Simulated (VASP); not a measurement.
# TaRu2 (P6/mmm) in VASP: notebook, part 2 of 2

VASP 6.6.1.

**6. Relaxation of cell and atoms, PBE**

This run uses another cell than the first one, of 16.68 Å³/atom, 1.081 times its volume.

INCAR reads:

```
SYSTEM = TaRu2
PREC = Accurate
ENCUT = 600
EDIFF = 1E-6
ISMEAR = 0
SIGMA = 0.1
LREAL = .False.
LASPH = .True.
NELM = 60
ALGO = Fast
ISIF = 3
LWAVE = .False.
LCHARG = .False.
GGA = PE
IBRION = 2
NSW = 90
EDIFFG = -0.04
```

KPOINTS reads:

```
regular mesh
0
Gamma
  6 6 6
  0 0 0
```

POSCAR reads:

```
TaRu2
1.0
    4.6122586666      0.0000000000      0.0000000000
   -2.3061293333      3.9943331741      0.0000000000
    0.0000000000      0.0000000000      2.7166966340
Ta Ru
1 2
Direct
    0.0000000000      0.0000000000      0.0000000000
    0.3333333333      0.6666666667      0.0000000000
    0.6666666667      0.3333333333      0.0000000000
```

Potentials or basis: VASP PAW PBE potentials, release 64 (Ta_pv, Ru_pv).

Run with:

```console
$ cat potpaw_PBE.64/Ta_pv/POTCAR potpaw_PBE.64/Ru_pv/POTCAR > POTCAR
$ mpirun -np 1 vasp_std > vasp.out
```

OUTCAR:

```text
SYSTEM = TaRu2
   PREC = Accurate
   ENCUT = 600
   EDIFF = 1E-6
   ISMEAR = 0
   LREAL = .False.
   LASPH = .True.
   NELM = 60
   ISIF = 3
   GGA = PE
   IBRION = 2
   NSW = 90
   EDIFFG = -0.04

 ion  position               nearest neighbor table
   1  0.000  0.000  0.000-   2 2.66   3 2.66   2 2.66   3 2.66   3 2.66   2 2.66
   2  0.333  0.667  0.000-   3 2.66   1 2.66   3 2.66   1 2.66   1 2.66   3 2.66
   3  0.667  0.333  0.000-   2 2.66   1 2.66   2 2.66   1 2.66   1 2.66   2 2.66

  LATTYP: Found a hexagonal cell.
 ALAT       =     4.6122586666
 C/A-ratio  =     0.5890165384

  Lattice vectors:

 A1 = (   4.6122586666,   0.0000000000,   0.0000000000)
 A2 = (  -2.3061293333,   3.9943331741,   0.0000000000)
 A3 = (   0.0000000000,   0.0000000000,   2.7166966340)

Analysis of symmetry for initial positions (statically):
=====================================================================
 Subroutine PRICEL returns:
 Original cell was already a primitive cell.

 Routine SETGRP: Setting up the symmetry group for a
 hexagonal supercell.

 Subroutine GETGRP returns: Found 24 space group operations
 (whereof 24 operations were pure point group operations)
 out of a pool of 24 trial point group operations.

The static configuration has the point symmetry D_6h.

Analysis of symmetry for dynamics (positions and initial velocities):
=====================================================================
 Subroutine PRICEL returns:
 Original cell was already a primitive cell.

 Routine SETGRP: Setting up the symmetry group for a
 hexagonal supercell.

 Subroutine GETGRP returns: Found 24 space group operations
 (whereof 24 operations were pure point group operations)
 out of a pool of 24 trial point group operations.

The dynamic configuration has the point symmetry D_6h.

 Subroutine INISYM returns: Found 24 space group operations
 (whereof 24 operations are pure point group operations),
 and found     1 'primitive' translations

----------------------------------------------------------------------------------------

                                     Primitive cell

  volume of cell :      50.0494

  direct lattice vectors                    reciprocal lattice vectors
     4.612258667  0.000000000  0.000000000     0.216813512  0.125177340  0.000000000
    -2.306129333  3.994333174  0.000000000     0.000000000  0.250354679  0.000000000
     0.000000000  0.000000000  2.716696634     0.000000000  0.000000000  0.368094099

  length of vectors
     4.612258667  4.612258667  2.716696634     0.250354679  0.250354679  0.368094099

  position of ions in fractional coordinates (direct lattice)
     0.000000000  0.000000000  0.000000000
     0.333333333  0.666666667  0.000000000
     0.666666667  0.333333333  0.000000000

  ion indices of the primitive-cell ions
   primitive index   ion index
                 1           1
                 2           2
                 3           3

----------------------------------------------------------------------------------------

 KPOINTS: regular mesh

Automatic generation of k-mesh.
 Grid dimensions read from file:
[... 23 lines left out ...]
  0.166667 -0.000000  0.000000      6.000000
  0.333333  0.000000  0.000000      6.000000
  0.500000  0.000000  0.000000      3.000000
  0.166667  0.166667  0.000000      6.000000
  0.333333  0.166667  0.000000     12.000000
[... 16 lines left out ...]
  0.166667 -0.000000  0.500000      6.000000
  0.333333  0.000000  0.500000      6.000000
 [... further k-points ...]
   k-points           NKPTS =     28   k-points in BZ     NKDIM =     28   number of bands    NBANDS=     23
   number of dos      NEDOS =    301   number of ions     NIONS =      3
   total plane-waves  NPLWV =  38400
   dimension x,y,z NGX =    40 NGY =   40 NGZ =   24
   dimension x,y,z NGXF=    80 NGYF=   80 NGZF=   48
   ions per type =               1   2
   NGX,Y,Z   is equivalent  to a cutoff of  14.42, 14.42, 14.69 a.u.
   NGXF,Y,Z  is equivalent  to a cutoff of  28.84, 28.84, 29.37 a.u.
 SYSTEM =  TaRu2
   PREC   = accura    normal or accurate (medium, high low for compatibility)
   ISTART =      0    job   : 0-new  1-cont  2-samecut
   ICHARG =      2    charge: 1-file 2-atom 10-const
   ISPIN  =      1    spin polarized calculation?
   LNONCOLLINEAR =      F non collinear calculations
   LSORBIT =      F    spin-orbit coupling
   LASPH  =      T    aspherical Exc in radial PAW
   ENCUT  =  600.0 eV  44.10 Ry    6.64 a.u.   9.21  9.21  5.43*2*pi/ulx,y,z
   NELM   =     60;   NELMIN=  2; NELMDL= -5     # of ELM steps
   EDIFF  = 0.1E-05   stopping-criterion for ELM
   LREAL  =      F    real-space projection
   EDIFFG = -.4E-01   stopping-criterion for IOM
   NSW    =     90    number of steps for IOM
   IBRION =      2    ionic relax: 0-MD 1-quasi-New 2-CG
   NFREE  =      1    steps in history (QN), initial steepest desc. (CG)
   ISIF   =      3    stress and relaxation
   ISYM   =      2    0-nonsym 1-usesym 2-fastsym
   POTIM  = 0.5000    time-step for ionic-motion
   TEBEG  =    0.0;   TEEND  =   0.0 temperature during run
   PSTRESS=    0.0 pullay stress
   NELECT =      39.0000    total number of electrons
   NUPDOWN=      -1.0000    fix difference up-down
   EMIN   =  10.00;   EMAX   =-10.00  energy-range for DOS
   EFERMI =   0.00;   METHOD = LEGACY
   ISMEAR =     0;   SIGMA  =   0.10  broadening in eV -4-tet -1-fermi 0-gaus
   EFERMI_NEDOS =   21; number of points for ismear=-14 and -15
   IALGO  =     68    algorithm
   IMIX   =      4    mixing-type and parameters
     AMIX     =   0.40;   BMIX     =  1.00
     AMIX_MAG =   1.60;   BMIX_MAG =  1.00
  volume/ion in A,a.u.               =      16.68       112.58
  Fermi-wavevector in a.u.,A,eV,Ry     =   1.506480  2.846834 30.878172  2.269482
  Thomas-Fermi vector in A             =   2.617192
   LORBIT       =      0    0 simple, 1 ext, 2 COOP (PROOUT), +10 PAW based schemes
   GGA     = PE    functional components
   LHFCALC =     F    Hartree Fock is set to
   AEXX    =    0.0000 exact exchange contribution
   IVDW    =     0    specifies the selected vdW correction
   LEPSILON=     F    determine dielectric tensor
   LRPA    =     F    only Hartree local field effects (RPA)
 conjugate gradient relaxation of ions
 non-spin polarized calculation
 RMM-DIIS sequential band-by-band and
 Gauss-broadening in eV      SIGMA  =   0.10
  energy-cutoff  :      600.00
  volume of cell :       50.05
 maximum number of plane-waves:      1697
 NGX is ok and might be reduce to    40
   NGX = 19   NGY = 19   NGZ = 11

--------------------------------------- Ionic step        1  -------------------------------------------

 number of electron      38.9999999 magnetization

 Free energy of the ion-electron system (eV)
  ---------------------------------------------------
  ext. energy  EPLUGINS =         0.00000000
  ---------------------------------------------------
  free energy    TOTEN  =       -28.04698566 eV

  energy without entropy =      -28.02361062  energy(sigma->0) =      -28.03529814

------------------------ aborting loop because EDIFF is reached ----------------------------------------

  FORCE on cell =-STRESS in cart. coord.  units (eV):
  Direction    XX          YY          ZZ          XY          YZ          ZX
  --------------------------------------------------------------------------------------
  -------------------------------------------------------------------------------------
  Total        0.7259134      0.7259134     -1.3473232      0.0000000      0.0000000      0.0000000
  in kB       23.2378682     23.2378682    -43.1303799      0.0000000      0.0000000      0.0000000
  external PRESSURE =       1.1151188 kB  Pullay stress =       0.0000000 kB
[... 172 lines left out ...]
--------------------------------------- Ionic step        6  -------------------------------------------

 number of electron      38.9999999 magnetization

 Free energy of the ion-electron system (eV)
  ---------------------------------------------------
  ext. energy  EPLUGINS =         0.00000000
  ---------------------------------------------------
  free energy    TOTEN  =       -28.05863690 eV

  energy without entropy =      -28.03786037  energy(sigma->0) =      -28.04824863

 E-fermi :   8.6884     XC(G=0): -12.8447

 val. band max:        8.6758988151   @ k =   0.0000   0.0000   0.1667
 cond. band min:       8.6906477800   @ k =   0.1667  -0.0000   0.3333
 fundamental gap:      0.0147489650
 Fermi energy:         8.6883531717

 k-point     1 :       0.0000    0.0000    0.0000
  band No.  band energies     occupation
      1     -34.0349      2.00000
      2     -34.0349      2.00000
      3     -33.6636      2.00000
      4     -33.6636      2.00000
      5     -33.5222      2.00000
      6     -33.4467      2.00000
[... 613 lines left out ...]
     22      11.6769      0.00000
     23      12.2802      0.00000

 [... further k-points ...]
[... 5 lines left out ...]
  --------------------------------------------------------------------------------------
  -------------------------------------------------------------------------------------
  Total       -0.0172855     -0.0172855      0.0419467     -0.0000000      0.0000000     -0.0000000
  in kB       -0.5548418     -0.5548418      1.3464346     -0.0000000      0.0000000     -0.0000000
  external PRESSURE =       0.0789170 kB  Pullay stress =       0.0000000 kB
[... 18 lines left out ...]
  FREE ENERGIE OF THE ION-ELECTRON SYSTEM (eV)
  ---------------------------------------------------
  free  energy   TOTEN  =       -28.0586368987 eV

  energy  without entropy=      -28.0378603686  energy(sigma->0) =      -28.04824863

 reached required accuracy - stopping structural energy minimisation
```

OSZICAR:

```text
N       E                     dE             d eps       ncg     rms          rms(c)
DAV:   1     0.437446200948E+03    0.43745E+03   -0.25192E+04  1288   0.197E+03
DAV:   2    -0.151927650060E+02   -0.45264E+03   -0.44812E+03  1407   0.553E+02
DAV:   3    -0.290701067971E+02   -0.13877E+02   -0.13632E+02  1673   0.910E+01
[... 65 lines left out ...]
RMM:   4    -0.280584997895E+02    0.16462E-03   -0.64373E-03  1308   0.494E-01    0.103E-01
RMM:   5    -0.280585785100E+02   -0.78721E-04   -0.10772E-03  1396   0.176E-01    0.546E-02
RMM:   6    -0.280586287483E+02   -0.50238E-04   -0.26193E-04  1401   0.845E-02    0.186E-02
RMM:   7    -0.280586350170E+02   -0.62686E-05   -0.66341E-05  1407   0.418E-02    0.895E-03
RMM:   8    -0.280586367884E+02   -0.17714E-05   -0.13297E-05  1062   0.212E-02    0.456E-03
RMM:   9    -0.280586368987E+02   -0.11033E-06   -0.29336E-06   791   0.136E-02
   6 F= -.28058637E+02 E0= -.28048249E+02  d E =-.388802E-03
```

Wall time 2.9 min (1 thread of AMD EPYC 9R45 (Zen 5), shared host); peak memory 0.2 GiB.

Results:

```
Free energy                            : -28.0586 eV
Relaxed volume                         : 16.64 Å³/atom
Relaxed cell                           : a = 4.635 Å, b = 4.635 Å, c = 2.683 Å, α = 90.00°, β = 90.00°, γ = 120.00°
Space group after relaxing (to 0.05 Å) : P6/mmm (No. 191)
Energy gained by relaxing              : 3.9 meV/atom
Ionic steps                            : 6
Pressure after relaxing                : 0.0 GPa
```

The path:
```
step  energy change (eV)  largest force (eV/Å)  pressure (GPa)  volume (Å³)
   1              0.0000                0.0000            0.11        50.05
   2              0.0014                0.0000           -1.26        50.11
   3             -0.0113                0.0000           -0.71        50.09
   4             -0.0113                0.0000           -0.71        50.09
   5             -0.0104                0.0000            1.22        49.61
   6             -0.0117                0.0000            0.01        49.91
```

Final structure:
```yaml
crystal:
  lattice:
    - [4.63461, 0.00000, 0.00000]
    - [-2.31730, 4.01369, 0.00000]
    - [0.00000, 0.00000, 2.68328]
  atoms:
    - { symbol: Ta, position: [0.00000, 0.00000, 0.00000] }
    - { symbol: Ru, position: [0.33333, 0.66667, 0.00000] }
    - { symbol: Ru, position: [0.66667, 0.33333, 0.00000] }
```

Levels at points of the mesh, in eV from the Fermi level:
```
           k point  band 17  band 18  band 19  band 20  band 21  band 22
(0.00, 0.00, 0.00)    -2.22    -0.87    -0.87    -0.43    -0.43     0.45
(0.50, 0.00, 0.00)    -2.21    -0.85    -0.24     0.37     0.72     0.94
(0.00, 0.00, 0.50)    -1.48    -1.48    -0.69     0.70     0.70     1.07
(0.50, 0.00, 0.50)    -1.78    -1.18    -0.30     0.56     1.13     3.76
```

Caveat: the k points lie up to 0.39 Å⁻¹ apart in the final cell; the bands computed are all filled at some k points, so no gap is given; spin-orbit coupling is left out, which moves the levels of the heavy elements.

**7. The runs side by side**

```tsv
task	cell	k mesh	cutoff (eV)	gap on the mesh (eV)	pressure (GPa)	relaxed volume (Å³/atom)
single point	a = 3.579, b = 3.579, c = 4.173 Å, angles 90.0, 90.0, 120.0°, 3 atoms	6 × 6 × 4	520	none	264.7	-
single point	a = 4.612, b = 4.612, c = 2.717 Å, angles 90.0, 90.0, 120.0°, 3 atoms	6 × 6 × 4	520	none	0.1	-
single point	a = 4.631, b = 4.631, c = 2.684 Å, angles 90.0, 90.0, 120.0°, 3 atoms	6 × 6 × 6	520	none	0.3	-
relaxation of cell and atoms	relaxed from a = 3.579, b = 3.579, c = 4.173 Å, angles 90.0, 90.0, 120.0°, 3 atoms	6 × 6 × 4	600	none	0.1	16.67
relaxation of cell and atoms	relaxed from a = 4.612, b = 4.612, c = 2.717 Å, angles 90.0, 90.0, 120.0°, 3 atoms	6 × 6 × 6	600	-	0.0	16.64
```

Alike in all rows: level PBE; potentials or basis VASP PAW PBE potentials, release 64 (Ta_pv, Ru_pv); no spin polarisation; smearing gaussian 0.1 eV.

Caveats: all runs use coarse meshes; spin-orbit coupling is left out, which moves the levels of the heavy elements; the bands computed are all filled at some k points, so no gap is given (some runs).

Absolute energies hang on the potentials; compare differences alone.
